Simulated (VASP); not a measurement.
# Si27PC26 (a cell with a defect) in VASP: relaxation of the atoms with PBE

Aim: the relaxation of the atoms of Si27PC26 (a cell with a defect) with PBE.

Program: VASP 6.6.1. These are calculated values, not measurements. Logs are shortened: lines on timing, memory, paths and dates and some standing lists are left out, and cuts for length are marked.

## Step 1: The cell of the first run

The cell holds a defect, 54 atoms: a = 9.245 Å, b = 9.245 Å, c = 9.245 Å, α = 60.00°, β = 60.00°, γ = 60.00°.

## Step 2: Relaxation of the atoms, PBE

Contents of INCAR:

```
SYSTEM = Si27PC26
PREC = Accurate ; ENCUT = 520
EDIFF = 1E-6 ; ISMEAR = -1
SIGMA = 0.01 ; LREAL = Auto
LASPH = .True. ; NELM = 100
ALGO = Normal ; ISIF = 2
LWAVE = .False. ; LCHARG = .False.
GGA = PE ; IBRION = 2
NSW = 60 ; EDIFFG = -0.03
NELECT = 216.0 ; LUSENCCL = .False.
```

Contents of KPOINTS:

```
regular mesh
0
Gamma
  3 3 3
  0 0 0
```

Contents of POSCAR:

```
Si27PC26
1.0
    0.0000000000      6.5370000000      6.5370000000
    6.5370000000      0.0000000000      6.5370000000
    6.5370000000      6.5370000000      0.0000000000
Si P C
27 1 26
Direct
    0.0000000000      0.0000000000      0.0000000000
    0.0000000000      0.0000000000      0.3333333333
    0.0000000000      0.0000000000      0.6666666667
    0.0000000000      0.3333333333      0.0000000000
    0.0000000000      0.3333333333      0.3333333333
    0.0000000000      0.3333333333      0.6666666667
    0.0000000000      0.6666666667      0.0000000000
    0.0000000000      0.6666666667      0.3333333333
    0.0000000000      0.6666666667      0.6666666667
    0.3333333333      0.0000000000      0.0000000000
    0.3333333333      0.0000000000      0.3333333333
    0.3333333333      0.0000000000      0.6666666667
    0.3333333333      0.3333333333      0.0000000000
    0.3333333333      0.3333333333      0.3333333333
    0.3333333333      0.3333333333      0.6666666667
    0.3333333333      0.6666666667      0.0000000000
    0.3333333333      0.6666666667      0.3333333333
    0.3333333333      0.6666666667      0.6666666667
    0.6666666667      0.0000000000      0.0000000000
    0.6666666667      0.0000000000      0.3333333333
    0.6666666667      0.0000000000      0.6666666667
    0.6666666667      0.3333333333      0.0000000000
    0.6666666667      0.3333333333      0.3333333333
    0.6666666667      0.3333333333      0.6666666667
    0.6666666667      0.6666666667      0.0000000000
    0.6666666667      0.6666666667      0.3333333333
    0.6666666667      0.6666666667      0.6666666667
    0.0833333333      0.0833333333      0.0833333333
    0.0833333333      0.0833333333      0.4166666667
    0.0833333333      0.0833333333      0.7500000000
    0.0833333333      0.4166666667      0.0833333333
    0.0833333333      0.4166666667      0.4166666667
    0.0833333333      0.4166666667      0.7500000000
    0.0833333333      0.7500000000      0.0833333333
    0.0833333333      0.7500000000      0.4166666667
    0.0833333333      0.7500000000      0.7500000000
    0.4166666667      0.0833333333      0.0833333333
    0.4166666667      0.0833333333      0.4166666667
    0.4166666667      0.0833333333      0.7500000000
    0.4166666667      0.4166666667      0.0833333333
    0.4166666667      0.4166666667      0.4166666667
    0.4166666667      0.4166666667      0.7500000000
    0.4166666667      0.7500000000      0.0833333333
    0.4166666667      0.7500000000      0.4166666667
    0.4166666667      0.7500000000      0.7500000000
    0.7500000000      0.0833333333      0.0833333333
    0.7500000000      0.0833333333      0.4166666667
    0.7500000000      0.0833333333      0.7500000000
    0.7500000000      0.4166666667      0.0833333333
    0.7500000000      0.4166666667      0.4166666667
    0.7500000000      0.4166666667      0.7500000000
    0.7500000000      0.7500000000      0.0833333333
    0.7500000000      0.7500000000      0.4166666667
    0.7500000000      0.7500000000      0.7500000000
```

Potentials or basis: VASP PAW PBE potentials, release 64 (Si, P, C).

Started as:

```bash
cat potpaw_PBE.64/Si/POTCAR potpaw_PBE.64/P/POTCAR potpaw_PBE.64/C/POTCAR > POTCAR
mpirun -np 1 vasp_std > vasp.out
```

OUTCAR:

```text
SYSTEM = Si27PC26
   PREC = Accurate
   ENCUT = 520
   EDIFF = 1E-6
   ISMEAR = -1
   LREAL = Auto
   LASPH = .True.
   NELM = 100
   ISIF = 2
   GGA = PE
   IBRION = 2
   NSW = 60
   EDIFFG = -0.03
   NELECT = 216.0

 ion  position               nearest neighbor table
   1  0.000  0.000  0.000-  28 1.89  30 1.89  34 1.89  46 1.89   7 3.08   8 3.08  10 3.08  12 3.08
                            16 3.08  19 3.08  20 3.08  22 3.08   2 3.08   3 3.08   4 3.08   6 3.08
   2  0.000  0.000  0.333-  28 1.89  29 1.89  35 1.89  47 1.89  10 3.08  11 3.08  17 3.08  20 3.08
                            23 3.08   1 3.08   4 3.08   5 3.08   8 3.08  21 3.08   9 3.08   3 3.08
   3  0.000  0.000  0.667-  30 1.89  29 1.89  36 1.89  48 1.89  12 3.08  18 3.08  19 3.08  21 3.08
                            24 3.08   1 3.08   6 3.08   7 3.08   9 3.08  11 3.08   5 3.08   2 3.08
   4  0.000  0.333  0.000-  28 1.89  31 1.89  33 1.89  49 1.89  10 3.08  13 3.08  15 3.08  22 3.08
                            23 3.08   1 3.08   2 3.08   5 3.08   6 3.08   9 3.08  25 3.08   7 3.08
   5  0.000  0.333  0.333-  29 1.89  31 1.89  50 1.89  32 1.89  14 3.08  23 3.08   2 3.08   4 3.08
                            11 3.08  13 3.08   3 3.08   7 3.08  24 3.08  26 3.08   6 3.08   8 3.08
   6  0.000  0.333  0.667-  30 1.89  32 1.89  33 1.89  51 1.89  15 3.08  22 3.08  24 3.08   1 3.08
                             3 3.08   4 3.08  12 3.08  14 3.08  27 3.08   8 3.08   9 3.08   5 3.08
   7  0.000  0.667  0.000-  34 1.89  31 1.89  36 1.89  52 1.89  16 3.08  18 3.08  19 3.08  25 3.08
                            26 3.08   1 3.08   3 3.08   8 3.08   9 3.08  13 3.08   5 3.08   4 3.08
   8  0.000  0.667  0.333-  32 1.89  34 1.89  35 1.89  53 1.89  17 3.08  20 3.08  26 3.08   1 3.08
                             2 3.08   7 3.08  16 3.08  14 3.08  27 3.08   5 3.08   9 3.08   6 3.08
   9  0.000  0.667  0.667-  36 1.89  35 1.89  33 1.89  54 1.89  25 3.08  27 3.08   3 3.08   7 3.08
[... 62 lines left out ...]
  53  0.750  0.750  0.417-   8 1.89  20 1.89  26 1.89  27 1.89
  54  0.750  0.750  0.750-  27 1.89  21 1.89  25 1.89   9 1.89

  LATTYP: Found a face centered cubic cell.
 ALAT       =    13.0740000000

  Lattice vectors:

 A1 = (   0.0000000000,   6.5370000000,   6.5370000000)
 A2 = (   6.5370000000,   0.0000000000,   6.5370000000)
 A3 = (   6.5370000000,   6.5370000000,   0.0000000000)

Analysis of symmetry for initial positions (statically):
=====================================================================
 Subroutine PRICEL returns:
 Original cell was already a primitive cell.

 Routine SETGRP: Setting up the symmetry group for a
 face centered cubic supercell.

 Subroutine GETGRP returns: Found 24 space group operations
 (whereof  6 operations were pure point group operations)
 out of a pool of 48 trial point group operations.

The static configuration has the point symmetry C_3v.
 The point group associated with its full space group is T_d .

Analysis of symmetry for dynamics (positions and initial velocities):
=====================================================================
 Subroutine PRICEL returns:
 Original cell was already a primitive cell.

 Routine SETGRP: Setting up the symmetry group for a
 face centered cubic supercell.

 Subroutine GETGRP returns: Found 24 space group operations
 (whereof  6 operations were pure point group operations)
 out of a pool of 48 trial point group operations.

The dynamic configuration has the point symmetry C_3v.
 The point group associated with its full space group is T_d .

 Subroutine INISYM returns: Found 24 space group operations
 (whereof  6 operations are pure point group operations),
 and found     1 'primitive' translations

----------------------------------------------------------------------------------------

                                     Primitive cell

  volume of cell :     558.6830

  direct lattice vectors                    reciprocal lattice vectors
     0.000000000  6.537000000  6.537000000    -0.076487685  0.076487685  0.076487685
     6.537000000  0.000000000  6.537000000     0.076487685 -0.076487685  0.076487685
     6.537000000  6.537000000  0.000000000     0.076487685  0.076487685 -0.076487685

[... 117 lines left out ...]

 KPOINTS: regular mesh

Automatic generation of k-mesh.
 Grid dimensions read from file:
 generate k-points for:    3    3    3

 Generating k-lattice:

  Cartesian coordinates                     Fractional coordinates (reciprocal lattice)
    -0.025495895  0.025495895  0.025495895     0.333333333  0.000000000  0.000000000
     0.025495895 -0.025495895  0.025495895     0.000000000  0.333333333  0.000000000
     0.025495895  0.025495895 -0.025495895     0.000000000  0.000000000  0.333333333

  Length of vectors
     0.044160186  0.044160186  0.044160186

  Shift w.r.t. Gamma in fractional coordinates (k-lattice)
     0.000000000  0.000000000  0.000000000

 Subroutine IBZKPT returns following result:
 ===========================================

 Found      4 irreducible k-points:

 Following reciprocal coordinates:
            Coordinates               Weight
  0.000000  0.000000  0.000000      1.000000
  0.333333  0.000000  0.000000      8.000000
  0.333333  0.333333  0.000000      6.000000
 -0.333333  0.333333  0.000000     12.000000
   k-points           NKPTS =      4   k-points in BZ     NKDIM =      4   number of bands    NBANDS=    136
   number of dos      NEDOS =    301   number of ions     NIONS =     54
   total plane-waves  NPLWV = 343000
   dimension x,y,z NGX =    70 NGY =   70 NGZ =   70
   dimension x,y,z NGXF=   140 NGYF=  140 NGZF=  140
   ions per type =              27   1  26
   NGX,Y,Z   is equivalent  to a cutoff of  12.59, 12.59, 12.59 a.u.
   NGXF,Y,Z  is equivalent  to a cutoff of  25.18, 25.18, 25.18 a.u.
 SYSTEM =  Si27PC26
   PREC   = accura    normal or accurate (medium, high low for compatibility)
   ISTART =      0    job   : 0-new  1-cont  2-samecut
   ICHARG =      2    charge: 1-file 2-atom 10-const
   ISPIN  =      1    spin polarized calculation?
   LNONCOLLINEAR =      F non collinear calculations
   LSORBIT =      F    spin-orbit coupling
   LASPH  =      T    aspherical Exc in radial PAW
   ENCUT  =  520.0 eV  38.22 Ry    6.18 a.u.  17.19 17.19 17.19*2*pi/ulx,y,z
   NELM   =    100;   NELMIN=  2; NELMDL= -5     # of ELM steps
   EDIFF  = 0.1E-05   stopping-criterion for ELM
   LREAL  =      T    real-space projection
   EDIFFG = -.3E-01   stopping-criterion for IOM
   NSW    =     60    number of steps for IOM
   IBRION =      2    ionic relax: 0-MD 1-quasi-New 2-CG
   NFREE  =      1    steps in history (QN), initial steepest desc. (CG)
   ISIF   =      2    stress and relaxation
   ISYM   =      2    0-nonsym 1-usesym 2-fastsym
   POTIM  = 0.5000    time-step for ionic-motion
   TEBEG  =    0.0;   TEEND  =   0.0 temperature during run
   PSTRESS=    0.0 pullay stress
   NELECT =     216.0000    total number of electrons
   NUPDOWN=      -1.0000    fix difference up-down
   EMIN   =  10.00;   EMAX   =-10.00  energy-range for DOS
   EFERMI =   0.00;   METHOD = LEGACY
   ISMEAR =    -1;   SIGMA  =   0.01  broadening in eV -4-tet -1-fermi 0-gaus
   EFERMI_NEDOS =   21; number of points for ismear=-14 and -15
   IALGO  =     38    algorithm
   IMIX   =      4    mixing-type and parameters
     AMIX     =   0.40;   BMIX     =  1.00
     AMIX_MAG =   1.60;   BMIX_MAG =  1.00
  volume/ion in A,a.u.               =      10.35        69.82
  Fermi-wavevector in a.u.,A,eV,Ry     =   1.192626  2.253736 19.352338  1.422357
  Thomas-Fermi vector in A             =   2.328660
   LORBIT       =      0    0 simple, 1 ext, 2 COOP (PROOUT), +10 PAW based schemes
   GGA     = PE    functional components
   LHFCALC =     F    Hartree Fock is set to
   AEXX    =    0.0000 exact exchange contribution
   IVDW    =     0    specifies the selected vdW correction
   LEPSILON=     F    determine dielectric tensor
   LRPA    =     F    only Hartree local field effects (RPA)
 conjugate gradient relaxation of ions
 non-spin polarized calculation
  energy-cutoff  :      520.00
  volume of cell :      558.68
 maximum number of plane-waves:     15070
 NGX is ok and might be reduce to    70
   NGX = 35   NGY = 35   NGZ = 35

--------------------------------------- Ionic step        1  -------------------------------------------

 number of electron     215.9999999 magnetization

 Free energy of the ion-electron system (eV)
  ---------------------------------------------------
  ext. energy  EPLUGINS =         0.00000000
  ---------------------------------------------------
  free energy    TOTEN  =      -405.64329126 eV

  energy without entropy =     -405.64329126  energy(sigma->0) =     -405.64329126

------------------------ aborting loop because EDIFF is reached ----------------------------------------

  FORCE on cell =-STRESS in cart. coord.  units (eV):
  Direction    XX          YY          ZZ          XY          YZ          ZX
  --------------------------------------------------------------------------------------
  -------------------------------------------------------------------------------------
  Total       24.3966232     24.3966232     24.3966232     -0.0000000      0.0000000      0.0000000
  in kB       69.9640352     69.9640352     69.9640352     -0.0000000      0.0000000      0.0000000
  external PRESSURE =      69.9640352 kB  Pullay stress =       0.0000000 kB
[... 691 lines left out ...]
--------------------------------------- Ionic step        9  -------------------------------------------

 number of electron     215.9999999 magnetization

 Free energy of the ion-electron system (eV)
  ---------------------------------------------------
  ext. energy  EPLUGINS =         0.00000000
  ---------------------------------------------------
  free energy    TOTEN  =      -410.19939900 eV

  energy without entropy =     -410.19939900  energy(sigma->0) =     -410.19939900

 E-fermi :   8.5844     XC(G=0): -11.3766

 val. band max:        8.3228984542   @ k =   0.0000   0.0000   0.0000
 cond. band min:       9.7013054125   @ k =   0.3333   0.3333   0.0000
 fundamental gap:      1.3784069583
 Fermi energy:         8.5843756369

 k-point     1 :       0.0000    0.0000    0.0000
  band No.  band energies     occupation
      1      -7.1956      2.00000
      2      -5.2245      2.00000
      3      -5.2245      2.00000
      4      -5.2245      2.00000
      5      -5.1079      2.00000
      6      -5.0708      2.00000
[... 481 lines left out ...]
    119      13.1310      0.00000
    120      13.2544      0.00000
 [bands above 120 left out]

------------------------ aborting loop because EDIFF is reached ----------------------------------------

  FORCE on cell =-STRESS in cart. coord.  units (eV):
  Direction    XX          YY          ZZ          XY          YZ          ZX
  --------------------------------------------------------------------------------------
  -------------------------------------------------------------------------------------
  Total       16.3309113     16.3309113     16.3309113     -0.0000000      0.0000000     -0.0000000
  in kB       46.8333852     46.8333852     46.8333852     -0.0000000      0.0000000     -0.0000000
  external PRESSURE =      46.8333852 kB  Pullay stress =       0.0000000 kB
[... 69 lines left out ...]
  FREE ENERGIE OF THE ION-ELECTRON SYSTEM (eV)
  ---------------------------------------------------
  free  energy   TOTEN  =      -410.1993989995 eV

  energy  without entropy=     -410.1993989995  energy(sigma->0) =     -410.19939900

 reached required accuracy - stopping structural energy minimisation
```

Run time: 8 min. Hardware: 1 × NVIDIA H100 80GB with 1 thread of AMD EPYC 7R13 (Zen 3), shared host; peak memory 1.6 GiB.

Results:

```
Free energy                  : -410.1994 eV
Energy gained by relaxing    : 84.4 meV/atom
Ionic steps                  : 9
Largest force after relaxing : 0.019 eV/Å
```

Forces on the atoms (eV/Å):
```
Si  -0.004 -0.004 -0.004
Si   0.004  0.004 -0.004
Si   0.000  0.000  0.015
Si   0.004 -0.004  0.004
Si  -0.005  0.010  0.010
Si  -0.010  0.005  0.010
Si   0.000  0.015  0.000
Si  -0.010  0.010  0.005
Si  -0.015  0.000  0.000
Si  -0.004  0.004  0.004
Si   0.010 -0.005  0.010
Si   0.005 -0.010  0.010
Si   0.010  0.010 -0.005
Si   0.000  0.000  0.000
Si  -0.010 -0.010 -0.005
Si   0.005  0.010 -0.010
Si  -0.010 -0.005 -0.010
Si   0.008 -0.008 -0.008
Si   0.015  0.000  0.000
Si   0.010 -0.010  0.005
Si   0.000 -0.015  0.000
Si   0.010  0.005 -0.010
Si  -0.005 -0.010 -0.010
Si  -0.008  0.008 -0.008
Si   0.000  0.000 -0.015
Si  -0.008 -0.008  0.008
Si   0.008  0.008  0.008
P    0.000  0.000  0.000
C   -0.003 -0.003 -0.018
C    0.003  0.003 -0.018
C   -0.003 -0.018 -0.003
C    0.006 -0.006 -0.006
C    0.018  0.003 -0.003
C    0.003 -0.018  0.003
C    0.018 -0.003  0.003
C   -0.007  0.007  0.007
C   -0.018 -0.003 -0.003
C   -0.006  0.006 -0.006
C    0.003  0.018 -0.003
C   -0.006 -0.006  0.006
C    0.006  0.006  0.006
C    0.000  0.000  0.012
C    0.003 -0.003  0.018
C    0.000  0.012  0.000
C   -0.012  0.000  0.000
C   -0.018  0.003  0.003
C   -0.003  0.018  0.003
C    0.007 -0.007  0.007
C   -0.003  0.003  0.018
C    0.012  0.000  0.000
C    0.000 -0.012  0.000
C    0.007  0.007 -0.007
C    0.000  0.000 -0.012
C   -0.007 -0.007 -0.007
```

Step by step:
```csv
step,energy change (eV),largest force (eV/Å),pressure (GPa)
1,0.0000,10.5779,7.00
2,0.2333,5.9279,5.00
3,-4.2833,1.0839,4.87
4,-4.2834,1.1097,4.86
5,-4.4946,0.5279,4.72
6,-4.5388,0.2128,4.71
7,-4.5548,0.0763,4.68
8,-4.5554,0.0513,4.69
9,-4.5561,0.0189,4.68
```

Final structure:
```
CELL_PARAMETERS angstrom
0.00000 6.53700 6.53700
6.53700 0.00000 6.53700
6.53700 6.53700 0.00000
ATOMIC_POSITIONS crystal
Si 0.98937 0.98937 0.98937
Si 0.98937 0.98937 0.36523
Si 0.99995 0.99995 0.66672
Si 0.98937 0.36523 0.98937
Si 0.99893 0.33422 0.33422
Si 0.99893 0.33422 0.66597
Si 0.99995 0.66672 0.99995
Si 0.99893 0.66597 0.33422
Si 0.99995 0.66672 0.66672
Si 0.36523 0.98937 0.98937
Si 0.33422 0.99893 0.33422
Si 0.33422 0.99893 0.66597
Si 0.33422 0.33422 0.99893
Si 0.33333 0.33333 0.33333
Si 0.33422 0.33422 0.66597
Si 0.33422 0.66597 0.99893
Si 0.33422 0.66597 0.33422
Si 0.33358 0.66658 0.66658
Si 0.66672 0.99995 0.99995
Si 0.66597 0.99893 0.33422
Si 0.66672 0.99995 0.66672
Si 0.66597 0.33422 0.99893
Si 0.66597 0.33422 0.33422
Si 0.66658 0.33358 0.66658
Si 0.66672 0.66672 0.99995
Si 0.66658 0.66658 0.33358
Si 0.66658 0.66658 0.66658
P 0.08333 0.08333 0.08333
C 0.08389 0.08389 0.41980
C 0.08389 0.08389 0.74575
C 0.08389 0.41980 0.08389
C 0.08359 0.41658 0.41658
C 0.08389 0.41980 0.74575
C 0.08389 0.74575 0.08389
C 0.08389 0.74575 0.41980
C 0.08318 0.75005 0.75005
C 0.41980 0.08389 0.08389
C 0.41658 0.08359 0.41658
C 0.41980 0.08389 0.74575
C 0.41658 0.41658 0.08359
C 0.41658 0.41658 0.41658
C 0.41674 0.41674 0.74992
C 0.41980 0.74575 0.08389
C 0.41674 0.74992 0.41674
C 0.41674 0.74992 0.74992
C 0.74575 0.08389 0.08389
C 0.74575 0.08389 0.41980
C 0.75005 0.08318 0.75005
C 0.74575 0.41980 0.08389
C 0.74992 0.41674 0.41674
C 0.74992 0.41674 0.74992
C 0.75005 0.75005 0.08318
C 0.74992 0.74992 0.41674
C 0.75005 0.75005 0.75005
```

Caveat: the cell carries a net charge on a neutralising background, which shifts energy and pressure; the cell is charged against a uniform background, so pressure and absolute levels hang on convention.
